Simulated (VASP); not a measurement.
# MnF2 (P4_2/mnm) in VASP: notebook, part 2 of 2

VASP 6.6.1.

**5. Single point, PBEsol+U, collinear spin, zero start**

Contents of INCAR:

```
PREC = Accurate
ENCUT = 520
EDIFF = 1E-6
ISMEAR = 0
SIGMA = 0.05
LREAL = F
LASPH = T
NELM = 150
ALGO = Normal
ISIF = 2
LWAVE = F
LCHARG = F
ISPIN = 2
MAGMOM = 0 0 0 0 0 0
LORBIT = 11
NUPDOWN = 0.0
LMAXMIX = 4
LDAU = T
LDAUTYPE = 2
LDAUL = 2 -1
LDAUU = 3 0
LDAUJ = 0 0
LDAUPRINT = 1
GGA = PS
NBANDS = 40
```

Contents of KPOINTS:

```
Automatic mesh
0
Gamma
  4 4 6
```

Contents of POSCAR:

```
MnF2
1.0
    4.8733996600      0.0000000000      0.0000000000
    0.0000000000      4.8733996600      0.0000000000
    0.0000000000      0.0000000000      3.3098997700
Mn F
2 4
Direct
    0.0000000000      0.0000000000      0.0000000000
    0.5000000000      0.5000000000      0.5000000000
    0.3050000000      0.3050000000      0.0000000000
    0.1950000000      0.8050000000      0.5000000000
    0.6950000000      0.6950000000      0.0000000000
    0.8050000000      0.1950000000      0.5000000000
```

Potentials or basis: VASP PAW PBE potentials, release 64 (Mn_pv, F).

Command:

```
> cat potpaw_PBE.64/Mn_pv/POTCAR potpaw_PBE.64/F/POTCAR > POTCAR
> mpirun -np 1 vasp_std > vasp.out
```

OUTCAR:

```text
PREC = Accurate
   ENCUT = 520
   EDIFF = 1E-6
   ISMEAR = 0
   LREAL = F
   LASPH = T
   NELM = 150
   ISIF = 2
   ISPIN = 2
   LORBIT = 11
   NUPDOWN = 0.0
   GGA = PS

 ion  position               nearest neighbor table
   1  0.000  0.000  0.000-   3 2.10   5 2.10   4 2.13   6 2.13   4 2.13   6 2.13
   2  0.500  0.500  0.500-   4 2.10   6 2.10   5 2.13   3 2.13   3 2.13   5 2.13
   3  0.305  0.305  0.000-   1 2.10   2 2.13   2 2.13
   4  0.195  0.805  0.500-   2 2.10   1 2.13   1 2.13
   5  0.695  0.695  0.000-   1 2.10   2 2.13   2 2.13
   6  0.805  0.195  0.500-   2 2.10   1 2.13   1 2.13

  LATTYP: Found a simple tetragonal cell.
 ALAT       =     4.8733996600
 C/A-ratio  =     0.6791767556

  Lattice vectors:

 A1 = (   4.8733996600,   0.0000000000,   0.0000000000)
 A2 = (   0.0000000000,   4.8733996600,   0.0000000000)
 A3 = (   0.0000000000,   0.0000000000,   3.3098997700)

Analysis of symmetry for initial positions (statically):
=====================================================================
 Subroutine PRICEL returns:
 Original cell was already a primitive cell.

 Routine SETGRP: Setting up the symmetry group for a
 simple tetragonal supercell.

 Subroutine GETGRP returns: Found 16 space group operations
 (whereof  8 operations were pure point group operations)
 out of a pool of 16 trial point group operations.

The static configuration has the point symmetry D_2h.
 The point group associated with its full space group is D_4h.

Analysis of symmetry for dynamics (positions and initial velocities):
=====================================================================
 Subroutine PRICEL returns:
 Original cell was already a primitive cell.

 Routine SETGRP: Setting up the symmetry group for a
 simple tetragonal supercell.

 Subroutine GETGRP returns: Found 16 space group operations
 (whereof  8 operations were pure point group operations)
 out of a pool of 16 trial point group operations.

The dynamic configuration has the point symmetry D_2h.
 The point group associated with its full space group is D_4h.

Analysis of structural, dynamic, and magnetic symmetry:
=====================================================================
 Subroutine PRICEL returns:
 Original cell was already a primitive cell.

 Routine SETGRP: Setting up the symmetry group for a
 simple tetragonal supercell.

 Subroutine GETGRP returns: Found 16 space group operations
 (whereof  8 operations were pure point group operations)
 out of a pool of 16 trial point group operations.

The overall configuration has the point symmetry D_2h.
 The point group associated with its full space group is D_4h.

 Subroutine INISYM returns: Found 16 space group operations
 (whereof  8 operations are pure point group operations),
 and found     1 'primitive' translations

[... 196 lines left out ...]
  0.0000  0.0000  0.0000  0.0000  0.4909

 occupancies and eigenvectors

  o =  0.0859  v =  0.0000  0.0000  0.0000  0.0000  0.0000 -0.0000 -0.7071 -0.0000 -0.7071  0.0000      0.0000  0.0000  0.0000  0.0000  0.0000  0.0000  0.0000  0.0000  0.0000  0.0000
  o =  0.0859  v = -0.0000  0.7071 -0.0000  0.7071  0.0000  0.0000  0.0000  0.0000  0.0000  0.0000      0.0000  0.0000  0.0000  0.0000  0.0000  0.0000  0.0000  0.0000  0.0000  0.0000
  o =  0.0987  v =  0.7480  0.0000  0.6636  0.0000 -0.0000  0.0000  0.0000  0.0000  0.0000  0.0000      0.0000  0.0000  0.0000  0.0000  0.0000  0.0000  0.0000  0.0000  0.0000  0.0000
  o =  0.0987  v =  0.0000  0.0000  0.0000  0.0000  0.0000  0.7482 -0.0000  0.6635 -0.0000 -0.0000      0.0000  0.0000  0.0000  0.0000  0.0000  0.0000  0.0000  0.0000  0.0000  0.0000
  o =  0.4909  v =  0.0000 -0.0000 -0.0000 -0.0000  1.0000  0.0000  0.0000  0.0000  0.0000  0.0000      0.0000  0.0000  0.0000  0.0000  0.0000  0.0000  0.0000  0.0000  0.0000  0.0000
  o =  0.4909  v =  0.0000  0.0000  0.0000  0.0000  0.0000  0.0000 -0.0000 -0.0000  0.0000  1.0000      0.0000  0.0000  0.0000  0.0000  0.0000  0.0000  0.0000  0.0000  0.0000  0.0000
  o =  0.9242  v =  0.0000  0.0000  0.0000  0.0000  0.0000 -0.6635  0.0000  0.7482 -0.0000  0.0000      0.0000  0.0000  0.0000  0.0000  0.0000  0.0000  0.0000  0.0000  0.0000  0.0000
  o =  0.9242  v = -0.6636 -0.0000  0.7480  0.0000  0.0000  0.0000  0.0000  0.0000  0.0000  0.0000      0.0000  0.0000  0.0000  0.0000  0.0000  0.0000  0.0000  0.0000  0.0000  0.0000
  o =  0.9256  v =  0.0000  0.0000  0.0000  0.0000  0.0000  0.0000  0.7071 -0.0000 -0.7071  0.0000      0.0000  0.0000  0.0000  0.0000  0.0000  0.0000  0.0000  0.0000  0.0000  0.0000
  o =  0.9256  v =  0.0000 -0.7071 -0.0000  0.7071  0.0000  0.0000  0.0000  0.0000  0.0000  0.0000      0.0000  0.0000  0.0000  0.0000  0.0000  0.0000  0.0000  0.0000  0.0000  0.0000

 number of electron      54.0000035 magnetization      -0.0000000

 Free energy of the ion-electron system (eV)
  ---------------------------------------------------
  ext. energy  EPLUGINS =         0.00000000
  ---------------------------------------------------
  free energy    TOTEN  =       -30.70460880 eV

  energy without entropy =      -30.69336436  energy(sigma->0) =      -30.69898658

 E-fermi :   2.7458     XC(G=0): -10.0982

 val. band max:        2.7418653844   @ k =   0.5000   0.0000   0.3333
 cond. band min:       2.8106403572   @ k =   0.2500   0.2500   0.3333
 fundamental gap:      0.0687749728
 Fermi energy:         2.7459068066

 spin component 1

 k-point     1 :       0.0000    0.0000    0.0000
  band No.  band energies     occupation
      1     -45.0873      1.00000
      2     -45.0873      1.00000
      3     -44.7992      1.00000
      4     -44.7992      1.00000
      5     -44.6060      1.00000
      6     -44.6038      1.00000
[... 997 lines left out ...]
     38      11.9821      0.00000
     39      12.1792      0.00000
 Fermi energy:         2.7458465440

 spin component 2

 k-point     1 :       0.0000    0.0000    0.0000
  band No.  band energies     occupation
      1     -45.0873      1.00000
      2     -45.0873      1.00000
      3     -44.7991      1.00000
      4     -44.7991      1.00000
      5     -44.6063      1.00000
      6     -44.6040      1.00000
[... 997 lines left out ...]
     38      11.9821      0.00000
     39      12.1792      0.00000
 [bands above 39 left out]

------------------------ aborting loop because EDIFF is reached ----------------------------------------

  FORCE on cell =-STRESS in cart. coord.  units (eV):
  Direction    XX          YY          ZZ          XY          YZ          ZX
  --------------------------------------------------------------------------------------
  -------------------------------------------------------------------------------------
  Total       -7.9100306     -7.9100306     -9.7361054      0.0000000      0.0000000      0.0000000
  in kB     -161.2166332   -161.2166332   -198.4343930      0.0000000      0.0000000      0.0000000
  external PRESSURE =    -173.6225531 kB  Pullay stress =       0.0000000 kB

 VOLUME and BASIS-vectors are now :
 -----------------------------------------------------------------------------
  energy-cutoff  :      520.00
  volume of cell :       78.61
      direct lattice vectors                 reciprocal lattice vectors
     4.873399660  0.000000000  0.000000000     0.205195566  0.000000000  0.000000000
     0.000000000  4.873399660  0.000000000     0.000000000  0.205195566  0.000000000
     0.000000000  0.000000000  3.309899770     0.000000000  0.000000000  0.302123952

 POSITION                                       TOTAL-FORCE (eV/Angst)
 -----------------------------------------------------------------------------------
      0.00000      0.00000      0.00000        -0.000000      0.000000      0.000000
      2.43670      2.43670      1.65495        -0.000000      0.000000      0.000000
      1.48639      1.48639      0.00000         0.081407      0.081407      0.000000
      0.95031      3.92309      1.65495        -0.081407      0.081407      0.000000
      3.38701      3.38701      0.00000        -0.081407     -0.081407      0.000000
      3.92309      0.95031      1.65495         0.081407     -0.081407      0.000000
 -----------------------------------------------------------------------------------
    total drift:                                0.000000      0.000000      0.000000

  FREE ENERGIE OF THE ION-ELECTRON SYSTEM (eV)
  ---------------------------------------------------
  free  energy   TOTEN  =       -30.7046087966 eV

  energy  without entropy=      -30.6933643556  energy(sigma->0) =      -30.69898658

 total charge

# of ion       s       p       d       tot
------------------------------------------
    1        0.158   6.136   5.028  11.322
    2        0.158   6.136   5.028  11.322
    3        1.726   4.324   0.000   6.050
    4        1.726   4.324   0.000   6.050
    5        1.726   4.324   0.000   6.050
    6        1.726   4.324   0.000   6.050
--------------------------------------------------
tot          7.221  29.569  10.055  46.845

 magnetization (x)

# of ion       s       p       d       tot
------------------------------------------
    1        0.000  -0.000  -0.000  -0.000
    2        0.000  -0.000  -0.000  -0.000
    3        0.000   0.000   0.000   0.000
    4        0.000   0.000   0.000   0.000
    5        0.000   0.000   0.000   0.000
    6        0.000   0.000   0.000   0.000
--------------------------------------------------
tot          0.000   0.000  -0.000   0.000
```

Wall time 1.8 min (1 thread of Oxide Virtual Turin-like, shared host); peak memory 0.23 GiB.

Results:

```
Free energy                                           : -30.7046 eV
Pressure                                              : -17.4 GPa
Largest force                                         : 0.115 eV/Å
Net moment                                            : 0.00 μB per cell
Valence electrons inside the program's atomic spheres : Mn 11.32; F 6.05
```

Forces in eV/Å, atoms in the order of the input:
```
Mn   0.000  0.000  0.000
Mn   0.000  0.000  0.000
F    0.081  0.081  0.000
F   -0.081  0.081  0.000
F   -0.081 -0.081  0.000
F    0.081 -0.081  0.000
```

Stress tensor (GPa, compression positive):
```
-16.12   0.00   0.00
  0.00 -16.12   0.00
  0.00   0.00 -19.84
```

Eigenvalues of the final occupation matrices:
| site | spin | trace | eigenvalues |
| --- | --- | --- | --- |
| site 1 d | 1 | 2.53 | 0.09 0.10 0.49 0.92 0.93 |
| site 1 d | 2 | 2.53 | 0.09 0.10 0.49 0.92 0.93 |
| site 2 d | 1 | 2.53 | 0.09 0.10 0.49 0.92 0.93 |
| site 2 d | 2 | 2.53 | 0.09 0.10 0.49 0.92 0.93 |

Caveat: the PAW data sets were made with another functional, which shifts forces and pressure a little; the total moment is fixed, so each spin has its own Fermi level.

**6. The runs side by side**

| spin | fixed moment (μB) | pressure (GPa) | moment (μB) | largest force (eV/Å) |
| --- | --- | --- | --- | --- |
| collinear, ferromagnetic start | - | 0.4 | 10.00 | 0.01 |
| collinear, ferromagnetic start | 10.0 | 0.4 | 10.00 | 0.01 |
| collinear, ferromagnetic start | 5.0 | -5.4 | 5.00 | 0.03 |
| collinear, zero start | 0.0 | -17.4 | 0.00 | 0.12 |

Alike in all rows: task single point; level PBEsol+U; potentials or basis VASP PAW PBE potentials, release 64 (Mn_pv, F); Mn d U = 3.0 eV; cell as given; k mesh 4 × 4 × 6; cutoff (eV) 520; smearing gaussian 0.05 eV.

Caveats: the PAW data sets were made with another functional, which shifts forces and pressure a little; the total moment is fixed, so each spin has its own Fermi level (some runs).

Absolute energies hang on the potentials; compare differences alone.
